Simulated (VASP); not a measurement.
Crystal: MgZn4O.

```
CELL_PARAMETERS angstrom
3.36733 0.00000 0.00000
-1.68367 2.91619 0.00000
0.00000 0.00000 7.11440
ATOMIC_POSITIONS crystal
Mg 0.00000 0.00000 0.00000
Zn 0.33333 0.66667 0.74380
Zn 0.33333 0.66667 0.25620
Zn 0.66667 0.33333 0.74380
Zn 0.66667 0.33333 0.25620
O 0.00000 0.00000 0.50000
```

* Program: VASP 6.6.1
* Task: relaxation of cell and atoms
* Functional: PBE
* Potentials or basis: VASP PAW PBE potentials, release 64 (Mg, Zn, O)
* Cutoff: 600 eV
* k mesh: 6 × 6 × 3
* Occupations: gaussian, width 0.2 eV
* Spin: no spin polarisation

At the start: pressure 78.3 GPa; volume 11.64 Å³/atom.

**Question.** How do energy, volume and symmetry change on relaxing?

**Answer.** Over 16 steps the energy falls by 1534.8 meV/atom and the volume is 15.04 Å³/atom (+29.2 %); space group P6/mmm (No. 191, to 0.05 Å).

The path:
| step | energy change (eV) | largest force (eV/Å) | pressure (GPa) | volume (Å³) |
| --- | --- | --- | --- | --- |
| 1 | 0.0000 | 1.0688 | 78.30 | 69.86 |
| 2 | -6.6635 | 0.0817 | -11.27 | 140.79 |
| 3 | -8.2723 | 0.2732 | -1.34 | 106.12 |
| 4 | -8.2775 | 0.2498 | -2.92 | 108.79 |
| 5 | -8.2798 | 0.2569 | -2.50 | 107.92 |
| 6 | -8.4818 | 0.2244 | -1.88 | 104.48 |
| 7 | -8.7246 | 0.1482 | -0.26 | 98.19 |
| 8 | -8.8427 | 0.3774 | 7.77 | 85.00 |
| 9 | -8.9449 | 0.5349 | 6.74 | 85.34 |
| 10 | -8.9983 | 0.9523 | 6.08 | 85.71 |
| 11 | -9.1158 | 0.6514 | 3.05 | 88.14 |
| 12 | -9.1808 | 0.2170 | -1.74 | 92.99 |
| 13 | -9.1832 | 0.2685 | -1.27 | 92.28 |
| 14 | -9.1832 | 0.2853 | -1.00 | 92.07 |
| 15 | -9.1931 | 0.2295 | -0.79 | 91.61 |
| 16 | -9.2086 | 0.0671 | 0.16 | 90.25 |

Final structure:
```
CELL_PARAMETERS angstrom
4.48552 0.00000 0.00000
-2.24276 3.88458 0.00000
0.00000 0.00000 5.17926
ATOMIC_POSITIONS crystal
Mg 0.00000 0.00000 0.00000
Zn 0.33333 0.66667 0.74020
Zn 0.33333 0.66667 0.25980
Zn 0.66667 0.33333 0.74020
Zn 0.66667 0.33333 0.25980
O 0.00000 0.00000 0.50000
```

Caveat: the volume moved by over 15 % at a fixed basis, so the end points are rough; the relaxation stopped at a loose force limit of 0.08 eV/Å, so its end isn't a converged minimum.
